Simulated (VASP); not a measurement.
A run of VASP 6.6.1 is set up as follows.

File INCAR:

```
  PREC = Accurate
  ENCUT = 520
  EDIFF = 1E-6
  ISMEAR = 0
  SIGMA = 0.1
  LREAL = F
  LASPH = T
  NELM = 150
  ALGO = Normal
  ISIF = 2
  LWAVE = F
  LCHARG = T
  ISPIN = 2
  MAGMOM = 0 0 0 1
  LORBIT = 11
  LMAXMIX = 4
  LDIPOL = T
  IDIPOL = 3
  DIPOL = 0.5 0.5 0.347
  GGA = PE
  LELF = T
  LVHAR = T
  LVACPOTAV = T
  NBANDS = 29
```

The input KPOINTS:

```
regular mesh
0
Gamma
  10 10 1
```

POSCAR

```
Ta3H
1.0
    2.8743098520      0.0000000000      0.0000000000
   -0.9581032840      2.7099253168      0.0000000000
    0.0000000000      0.0000000000     21.5266897253
Ta H
3 1
Direct
    0.5000000000      0.5000000000      0.1858158431
    0.0000000000      0.0000000000      0.2909732295
    0.5000000000      0.5000000000      0.3960985100
    0.8333333333      0.8333333333      0.5154851892
```

Potentials or basis: VASP PAW PBE potentials, release 64 (Ta_pv, H).

Run with:

```bash
$ cat potpaw_PBE.64/Ta_pv/POTCAR potpaw_PBE.64/H/POTCAR > POTCAR
$ mpirun -np 1 vasp_std > vasp.out
```

Problem. Predict the net moment.

Solution. 0.03 μB per cell.

Problem. What does it give for the site moments?

Solution. Ta -0.01, -0.05; H +0.07 μB.

Problem. What does it give for the band gap on the k mesh?

Solution. Zero (filled and empty bands overlap).

Forces on the atoms (eV/Å):
```
Ta  -0.006 -0.009  0.033
Ta  -0.012 -0.016 -0.259
Ta   0.002  0.002  1.941
H    0.016  0.023 -1.715
```

Caveat: spin-orbit coupling is left out, which moves the levels of the heavy elements.
